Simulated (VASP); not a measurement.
Runs of VASP 6.6.1 on B. The structure is that of space group Fd-3m (No. 227), or close to it. The cells are those of the table. 

```tsv
cell	k mesh	gap on the mesh (eV)	pressure (GPa)
a = 2.852 Å, angles 60.0°, 2 atoms	22 × 22 × 22	none	0.2
a = 2.813 Å, angles 60.0°, 2 atoms	15 × 15 × 15	none	8.2
a = 2.889 Å, angles 60.0°, 2 atoms	15 × 15 × 15	none	(a)
a = 2.733 Å, angles 60.0°, 2 atoms	15 × 15 × 15	none	29.5
a = 2.852 Å, angles 60.0°, 2 atoms	13 × 13 × 13	none	0.2
```

Alike in all rows: task single point; level PBEsol; potentials or basis VASP PAW PBE potentials, release 64 (B); no spin polarisation; cutoff (eV) 520; smearing fermi-dirac 0.1 eV.

**Question.** Fill in the values left out.

**Answer.** (a) -6.6.

Caveats: the PAW data sets were made with another functional, which shifts forces and pressure a little.

A gap of «none» marks levels without a gap at the run's occupations.
